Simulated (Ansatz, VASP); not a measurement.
**Cs: VASP beside Ansatz**

Contents of INCAR:

```
SYSTEM = Cs
AGGAC = 1.0
AGGAX = 1.0
ALDAC = 0.0
ALDAX = 1.0
ALGO = Normal
EDIFF = 1E-6
ENCUT = 520
GGA = B5
ISIF = 2
ISMEAR = -1
LASPH = .True.
LCHARG = .False.
LREAL = .False.
LWAVE = .False.
NBANDS = 10
NELM = 80
PREC = Accurate
SIGMA = 0.1
```

The input KPOINTS:

```
k-points
0
Gamma
  8 8 8
  0 0 0
```

The input POSCAR:

```
Cs
1.0
    0.0000000000      3.8546036082      3.8546036082
    3.8546036082      0.0000000000      3.8546036082
    3.8546036082      3.8546036082      0.0000000000
Cs
1
Direct
    0.0000000000      0.0000000000      0.0000000000
```

Input for Ansatz:

```yaml
crystal:
  lattice:
    - [0.0, 3.8546036082, 3.8546036082]
    - [3.8546036082, 0.0, 3.8546036082]
    - [3.8546036082, 3.8546036082, 0.0]
  atoms:
    - { symbol: Cs, position: [0.0, 0.0, 0.0] }
hamiltonian:
  xc: blyp
  pseudopotentials:
    kind: paw
    azcp:
      Cs: "pseudopotentials/Cs.paw.azcp"
basis:
  ecutwfc: 420
  fft_grid_basis: typed
kpoints:
  mp_grid: { grid: [8, 8, 8], shift: [0, 0, 0] }
magnetization:
  spin_polarized: false
scf:
  occupations: { method: fermi_dirac, width: 0.1 }
  lower_state_search: "off"
output:
  stress: true
```

Alike in both runs: task single point; functional BLYP; k mesh 8 × 8 × 8; occupations fermi-dirac, width 0.1 eV; no spin polarisation.

```csv
,VASP,Ansatz
version,VASP 6.6.1,Ansatz 0.2.0
potentials or method,"VASP PAW PBE potentials, release 64 (Cs_sv), cutoff 520 eV","plane waves (420 eV) with PAW, scalar-relativistic"
valence electrons in the cell,9,9
```

|  | VASP | Ansatz | Ansatz less VASP |
| --- | --- | --- | --- |
| pressure (GPa) | 0.2 | 0.2 | 0.00 |

VASP's potentials were made for PBE, not for BLYP. With one functional, cell and mesh, what is left measures potentials, basis and numerics.

Neither program's run includes spin-orbit coupling.
